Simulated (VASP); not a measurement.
Runs of VASP 6.6.1 on Al. The structure is that of space group Im-3m (No. 229), or close to it. The cells are those of the table. This isn't the form of Al at room conditions, which is fcc.

```csv
cell,further INCAR settings,gap on the mesh (eV),pressure (GPa)
"a = 2.765, b = 2.765, c = 2.800 Å, angles 109.5, 109.5, 109.0°, 1 atom",ALGO = Fast; EDIFF = 1e-07; NBANDS = 8,none,0.0
"a = 2.696, b = 2.696, c = 2.870 Å, angles 109.5, 109.5, 106.9°, 1 atom",ALGO = Fast; EDIFF = 1e-07; NBANDS = 8,none,(a)
"a = 2.852, b = 2.852, c = 2.713 Å, angles 109.5, 109.5, 111.4°, 1 atom",ALGO = Fast; EDIFF = 1e-06; NBANDS = 8,none,0.6
"a = 2.731, b = 2.731, c = 2.835 Å, angles 109.5, 109.5, 107.9°, 1 atom",ALGO = Fast; EDIFF = 1e-07; NBANDS = 8,none,(b)
"a = 2.748, b = 2.748, c = 2.817 Å, angles 109.5, 109.5, 108.4°, 1 atom",ALGO = Fast; EDIFF = 1e-06; NBANDS = 8,none,0.2
```

Alike in all rows: task single point; level PBEsol; potentials or basis VASP PAW PBE potentials, release 64 (Al); no spin polarisation; k mesh 26 × 26 × 26; cutoff (eV) 520; smearing gaussian 0.15 eV.

Estimate the missing entries.

(a) 0.9; (b) 0.3.

Caveats: the PAW data sets were made with another functional, which shifts forces and pressure a little.

A gap of «none» marks levels without a gap at the run's occupations.
